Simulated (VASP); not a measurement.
# BP (zincblende type) (F-43m) in VASP: a series of runs

The runs below take BP (zincblende type) through single point, with PBE.

Everything below comes from runs of VASP 6.6.1. Logs are shortened: lines on timing, memory, paths and dates and some standing lists are left out, and cuts for length are marked.

**1. The cell of the first run**

Symmetry: F-43m, No. 216, cubic system. The conventional cell has a = 4.546 Å, b = 4.546 Å, c = 4.546 Å, α = 90.00°, β = 90.00°, γ = 90.00°. B (site symmetry -43m) has 4 P at 1.97 Å within 2.6 Å. P (site symmetry -43m) has 4 B at 1.97 Å within 2.6 Å.

**2. Single point, PBE**

File INCAR:

```
PREC     = Accurate       # precision mode
ENCUT    = 500            # plane-wave cutoff, eV
EDIFF    = 1E-6           # SCF threshold, eV
ISMEAR   = -1             # smearing method
SIGMA    = 0.05           # smearing width, eV
LREAL    = F              # projectors in reciprocal space
LASPH    = T              # aspherical terms in the spheres
NELM     = 120            # most SCF steps
ALGO     = Normal         # electronic algorithm
ISIF     = 2              # what is computed and relaxed
LWAVE    = F              # write WAVECAR
LCHARG   = T              # write CHGCAR
GGA      = PE             # functional
LELF     = T              # ELF
LVHAR    = T            
NBANDS   = 11             # bands
GGA_COMPAT= F
```

File KPOINTS:

```
regular mesh
0
Gamma
  15 15 15
```

File POSCAR:

```
BP
1.0
    0.0000000000      2.2731698733      2.2731698733
    2.2731698733      0.0000000000      2.2731698733
    2.2731698733      2.2731698733      0.0000000000
B P
1 1
Direct
    0.0000000000      0.0000000000      0.0000000000
    0.2500000000      0.2500000000      0.2500000000
```

Potentials or basis: VASP PAW PBE potentials, release 64 (B, P).

Command:

```sh
$ cat potpaw_PBE.64/B/POTCAR potpaw_PBE.64/P/POTCAR > POTCAR
$ mpirun -np 1 vasp_std > vasp.out
```

OUTCAR:

```text
PREC = Accurate
   ENCUT = 500
   EDIFF = 1E-6
   ISMEAR = -1
   LREAL = F
   LASPH = T
   NELM = 120
   ISIF = 2
   GGA = PE

 ion  position               nearest neighbor table
   1  0.000  0.000  0.000-   2 1.97   2 1.97   2 1.97   2 1.97
   2  0.250  0.250  0.250-   1 1.97   1 1.97   1 1.97   1 1.97

  LATTYP: Found a face centered cubic cell.
 ALAT       =     4.5463397466

  Lattice vectors:

 A1 = (   0.0000000000,   2.2731698733,   2.2731698733)
 A2 = (   2.2731698733,   0.0000000000,   2.2731698733)
 A3 = (   2.2731698733,   2.2731698733,   0.0000000000)

Analysis of symmetry for initial positions (statically):
=====================================================================
 Subroutine PRICEL returns:
 Original cell was already a primitive cell.

 Routine SETGRP: Setting up the symmetry group for a
 face centered cubic supercell.

 Subroutine GETGRP returns: Found 24 space group operations
 (whereof 24 operations were pure point group operations)
 out of a pool of 48 trial point group operations.

The static configuration has the point symmetry T_d .

Analysis of symmetry for dynamics (positions and initial velocities):
=====================================================================
 Subroutine PRICEL returns:
 Original cell was already a primitive cell.

 Routine SETGRP: Setting up the symmetry group for a
 face centered cubic supercell.

 Subroutine GETGRP returns: Found 24 space group operations
 (whereof 24 operations were pure point group operations)
 out of a pool of 48 trial point group operations.

The dynamic configuration has the point symmetry T_d .

 Subroutine INISYM returns: Found 24 space group operations
 (whereof 24 operations are pure point group operations),
 and found     1 'primitive' translations

----------------------------------------------------------------------------------------

                                     Primitive cell

  volume of cell :      23.4923

  direct lattice vectors                    reciprocal lattice vectors
     0.000000000  2.273169873  2.273169873    -0.219957165  0.219957165  0.219957165
     2.273169873  0.000000000  2.273169873     0.219957165 -0.219957165  0.219957165
     2.273169873  2.273169873  0.000000000     0.219957165  0.219957165 -0.219957165

  length of vectors
     3.214747664  3.214747664  3.214747664     0.380976985  0.380976985  0.380976985

  position of ions in fractional coordinates (direct lattice)
     0.000000000  0.000000000  0.000000000
     0.250000000  0.250000000  0.250000000

  ion indices of the primitive-cell ions
   primitive index   ion index
                 1           1
                 2           2

----------------------------------------------------------------------------------------

 KPOINTS: regular mesh

Automatic generation of k-mesh.
 Grid dimensions read from file:
 generate k-points for:   15   15   15

 Generating k-lattice:

  Cartesian coordinates                     Fractional coordinates (reciprocal lattice)
    -0.014663811  0.014663811  0.014663811     0.066666667  0.000000000  0.000000000
     0.014663811 -0.014663811  0.014663811     0.000000000  0.066666667  0.000000000
     0.014663811  0.014663811 -0.014663811     0.000000000  0.000000000  0.066666667

  Length of vectors
     0.025398466  0.025398466  0.025398466

  Shift w.r.t. Gamma in fractional coordinates (k-lattice)
     0.000000000  0.000000000  0.000000000

 Subroutine IBZKPT returns following result:
 ===========================================

 Found    120 irreducible k-points:

 Following reciprocal coordinates:
            Coordinates               Weight
  0.000000  0.000000  0.000000      1.000000
  0.066667  0.000000  0.000000      8.000000
  0.133333  0.000000  0.000000      8.000000
  0.200000  0.000000  0.000000      8.000000
  0.266667  0.000000  0.000000      8.000000
  0.333333  0.000000  0.000000      8.000000
[... 16 lines left out ...]
  0.133333  0.133333  0.000000      6.000000
  0.200000  0.133333  0.000000     24.000000
 [... further k-points ...]
   k-points           NKPTS =    120   k-points in BZ     NKDIM =    120   number of bands    NBANDS=     11
   number of dos      NEDOS =    301   number of ions     NIONS =      2
   total plane-waves  NPLWV =  13824
   dimension x,y,z NGX =    24 NGY =   24 NGZ =   24
   dimension x,y,z NGXF=    48 NGYF=   48 NGZF=   48
   ions per type =               1   1
   NGX,Y,Z   is equivalent  to a cutoff of  12.41, 12.41, 12.41 a.u.
   NGXF,Y,Z  is equivalent  to a cutoff of  24.82, 24.82, 24.82 a.u.
 SYSTEM =  unknown system
   PREC   = accura    normal or accurate (medium, high low for compatibility)
   ISTART =      0    job   : 0-new  1-cont  2-samecut
   ICHARG =      2    charge: 1-file 2-atom 10-const
   ISPIN  =      1    spin polarized calculation?
   LNONCOLLINEAR =      F non collinear calculations
   LSORBIT =      F    spin-orbit coupling
   LASPH  =      T    aspherical Exc in radial PAW
   ENCUT  =  500.0 eV  36.75 Ry    6.06 a.u.   5.86  5.86  5.86*2*pi/ulx,y,z
   NELM   =    120;   NELMIN=  2; NELMDL= -5     # of ELM steps
   EDIFF  = 0.1E-05   stopping-criterion for ELM
   LREAL  =      F    real-space projection
   EDIFFG = 0.1E-04   stopping-criterion for IOM
   NSW    =      0    number of steps for IOM
   IBRION =     -1    ionic relax: 0-MD 1-quasi-New 2-CG
   NFREE  =      0    steps in history (QN), initial steepest desc. (CG)
   ISIF   =      2    stress and relaxation
   ISYM   =      2    0-nonsym 1-usesym 2-fastsym
   POTIM  = 0.5000    time-step for ionic-motion
   TEBEG  =    0.0;   TEEND  =   0.0 temperature during run
   PSTRESS=    0.0 pullay stress
   NELECT =       8.0000    total number of electrons
   NUPDOWN=      -1.0000    fix difference up-down
   EMIN   =  10.00;   EMAX   =-10.00  energy-range for DOS
   EFERMI =   0.00;   METHOD = LEGACY
   ISMEAR =    -1;   SIGMA  =   0.05  broadening in eV -4-tet -1-fermi 0-gaus
   EFERMI_NEDOS =   21; number of points for ismear=-14 and -15
   IALGO  =     38    algorithm
   IMIX   =      4    mixing-type and parameters
     AMIX     =   0.40;   BMIX     =  1.00
     AMIX_MAG =   1.60;   BMIX_MAG =  1.00
  volume/ion in A,a.u.               =      11.75        79.27
  Fermi-wavevector in a.u.,A,eV,Ry     =   1.143219  2.160371 17.782144  1.306951
  Thomas-Fermi vector in A             =   2.279915
   LORBIT       =      0    0 simple, 1 ext, 2 COOP (PROOUT), +10 PAW based schemes
   GGA     = PE    functional components
   LHFCALC =     F    Hartree Fock is set to
   AEXX    =    0.0000 exact exchange contribution
   IVDW    =     0    specifies the selected vdW correction
   LEPSILON=     F    determine dielectric tensor
   LRPA    =     F    only Hartree local field effects (RPA)
 non-spin polarized calculation
  energy-cutoff  :      500.00
  volume of cell :       23.49
 maximum number of plane-waves:       610
   NGX = 11   NGY = 11   NGZ = 11

 number of electron       8.0000000 magnetization

 Free energy of the ion-electron system (eV)
  ---------------------------------------------------
  ext. energy  EPLUGINS =         0.00000000
  ---------------------------------------------------
  free energy    TOTEN  =       -12.93088390 eV

  energy without entropy =      -12.93088388  energy(sigma->0) =      -12.93088389

 E-fermi :   7.9782     XC(G=0): -10.8836

 val. band max:        7.3677027011   @ k =   0.0000   0.0000   0.0000
 cond. band min:       8.6145425213   @ k =   0.4000   0.4000   0.0000
 fundamental gap:      1.2468398203
 Fermi energy:         7.9781916452

 k-point     1 :       0.0000    0.0000    0.0000
  band No.  band energies     occupation
      1      -8.0436      2.00000
      2       7.3677      1.99999
      3       7.3677      1.99999
      4       7.3677      1.99999
      5      10.7605      0.00000
      6      10.7605      0.00000
      7      10.7605      0.00000
      8      14.6583      0.00000
      9      18.8435      0.00000
     10      19.4809      0.00000
     11      19.4809      0.00000

 k-point     2 :       0.0667    0.0000    0.0000
  band No.  band energies     occupation
      1      -7.9637      2.00000
      2       6.7180      2.00000
      3       7.2263      2.00000
      4       7.2263      2.00000
      5      10.9558      0.00000
      6      10.9558      0.00000
      7      11.0177      0.00000
      8      14.8984      0.00000
      9      19.1082      0.00000
     10      19.1144      0.00000
     11      19.1144      0.00000

 k-point     3 :       0.1333    0.0000    0.0000
  band No.  band energies     occupation
      1      -7.7255      2.00000
      2       5.3276      2.00000
      3       6.8953      2.00000
      4       6.8953      2.00000
      5      11.3105      0.00000
      6      11.4128      0.00000
      7      11.4128      0.00000
      8      15.5518      0.00000
      9      18.5117      0.00000
     10      18.5117      0.00000
     11      19.7627      0.00000

 k-point     4 :       0.2000    0.0000    0.0000
  band No.  band energies     occupation
      1      -7.3331      2.00000
      2       3.7363      2.00000
      3       6.5177      2.00000
      4       6.5177      2.00000
      5      11.3794      0.00000
      6      11.8843      0.00000
      7      11.8843      0.00000
      8      16.3741      0.00000
      9      18.2017      0.00000
     10      18.2017      0.00000
     11      20.2674      0.00000

 k-point     5 :       0.2667    0.0000    0.0000
  band No.  band energies     occupation
      1      -6.7966      2.00000
      2       2.1475      2.00000
      3       6.1757      2.00000
      4       6.1757      2.00000
      5      11.3235      0.00000
      6      12.1667      0.00000
      7      12.1667      0.00000
      8      17.0764      0.00000
      9      18.4342      0.00000
     10      18.4342      0.00000
     11      20.4005      0.00000
[... 211 lines left out ...]
 k-point    21 :      -0.1333    0.0667    0.0000
  band No.  band energies     occupation
      1      -7.5412      2.00000
      2       4.7921      2.00000
      3       5.9917      2.00000
      4       7.0246      2.00000
      5      11.3211      0.00000
      6      11.5277      0.00000
      7      12.0668      0.00000
      8      15.7254      0.00000
      9      17.6686      0.00000
     10      19.0580      0.00000
     11      20.2298      0.00000

 k-point    22 :      -0.0667    0.0667    0.0000
  band No.  band energies     occupation
      1      -7.8310      2.00000
      2       6.1260      2.00000
      3       6.5224      2.00000
      4       7.2564      2.00000
      5      10.9730      0.00000
      6      11.2118      0.00000
      7      11.5689      0.00000
      8      15.2171      0.00000
      9      18.3100      0.00000
     10      19.1602      0.00000
     11      19.5201      0.00000

 k-point    23 :       0.1333    0.1333    0.0000
  band No.  band energies     occupation
      1      -7.6190      2.00000
      2       6.0427      2.00000
      3       6.0867      2.00000
      4       6.0867      2.00000
      5      10.0757      0.00000
      6      12.5094      0.00000
      7      12.5094      0.00000
      8      14.8327      0.00000
      9      17.7102      0.00000
     10      19.9408      0.00000
     11      20.1744      0.00000

 k-point    24 :       0.2000    0.1333    0.0000
  band No.  band energies     occupation
      1      -7.3300      2.00000
      2       4.7550      2.00000
      3       5.6661      2.00000
      4       5.9967      2.00000
      5      10.0796      0.00000
      6      12.9965      0.00000
      7      13.1531      0.00000
      8      14.4435      0.00000
      9      18.0597      0.00000
     10      19.9701      0.00000
     11      20.8843      0.00000

 [... further k-points ...]

------------------------ aborting loop because EDIFF is reached ----------------------------------------

  FORCE on cell =-STRESS in cart. coord.  units (eV):
  Direction    XX          YY          ZZ          XY          YZ          ZX
  --------------------------------------------------------------------------------------
  -------------------------------------------------------------------------------------
  Total       -0.0008693     -0.0008693     -0.0008693     -0.0000000      0.0000000     -0.0000000
  in kB       -0.0592873     -0.0592873     -0.0592873     -0.0000000      0.0000000     -0.0000000
  external PRESSURE =      -0.0592873 kB  Pullay stress =       0.0000000 kB

 VOLUME and BASIS-vectors are now :
 -----------------------------------------------------------------------------
  energy-cutoff  :      500.00
  volume of cell :       23.49
      direct lattice vectors                 reciprocal lattice vectors
     0.000000000  2.273169873  2.273169873    -0.219957165  0.219957165  0.219957165
     2.273169873  0.000000000  2.273169873     0.219957165 -0.219957165  0.219957165
     2.273169873  2.273169873  0.000000000     0.219957165  0.219957165 -0.219957165

 POSITION                                       TOTAL-FORCE (eV/Angst)
 -----------------------------------------------------------------------------------
      0.00000      0.00000      0.00000        -0.000000      0.000000      0.000000
      1.13658      1.13658      1.13658         0.000000     -0.000000     -0.000000
 -----------------------------------------------------------------------------------
    total drift:                                0.000000      0.000000      0.000000

  FREE ENERGIE OF THE ION-ELECTRON SYSTEM (eV)
  ---------------------------------------------------
  free  energy   TOTEN  =       -12.9308839048 eV

  energy  without entropy=      -12.9308838825  energy(sigma->0) =      -12.93088389
```

Run time: 33 s. Hardware: 1 thread of Intel Xeon 8259CL, shared host; peak memory 0.15 GiB.

What came out:

| Quantity | Value |
| --- | --- |
| Free energy | -12.9309 eV |
| Pressure | 0.0 GPa |
| Band gap on the k mesh | 1.25 eV (least direct gap 3.39 eV) |

Caveat: an odd mesh through Γ misses points on the zone boundary, where band edges can lie.

[end of part 1 of 2]
